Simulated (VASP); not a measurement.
Write the native input for VASP 6.6.1 that does the following.

| Property | Result |
| --- | --- |
| Task | single point |
| Functional | LDA |
| Potentials or basis | VASP PAW LDA potentials, release 64 (Ca_sv, Y_sv) |
| Cutoff | 500 eV |
| k mesh | 2 × 2 × 2 |
| Occupations | methfessel-paxton, width 0.1 eV |
| Spin | no spin polarisation |
| Dipole correction | no |
| Further INCAR settings | ALGO = Normal; EDIFF = 1e-06; NBANDS = 28 |

The structure of Ca3Y lies in POSCAR:

```
Ca3Y
1.0
    5.4128100000      0.0000000000      0.0000000000
    0.0000000000      5.4128100000      0.0000000000
    0.0000000000      0.0000000000      5.4128100000
Ca Y
3 1
Direct
    0.0000000000      0.5000000000      0.5000000000
    0.5000000000      0.0000000000      0.5000000000
    0.5000000000      0.5000000000      0.0000000000
    0.0000000000      0.0000000000      0.0000000000
```

One way to write it, as run:

INCAR

```
  ALGO = Normal
  EDIFF = 1E-6
  ENCUT = 500
  GGA_COMPAT = False
  ISIF = 2
  ISMEAR = 1
  LASPH = True
  LCHARG = False
  LREAL = False
  LWAVE = False
  NBANDS = 28
  NELM = 120
  PREC = Accurate
  SIGMA = 0.1
```

KPOINTS

```
k-points
0
Gamma
  2 2 2
```

Potentials or basis: VASP PAW LDA potentials, release 64 (Ca_sv, Y_sv).

Command:

```bash
$ cat potpaw_LDA.64/Ca_sv/POTCAR potpaw_LDA.64/Y_sv/POTCAR > POTCAR
$ mpirun -np 1 vasp_std > vasp.out
```

It gave:

```json
{"Pressure": "-2.4 GPa"}
```

Caveat: the k points lie up to 0.58 Å⁻¹ apart.

Run time: 14 s on 1 thread of Intel(R) Xeon(R) Platinum 8375C CPU @ 2.90GHz (Ice Lake) (shared host), peak memory 0.19 GiB.
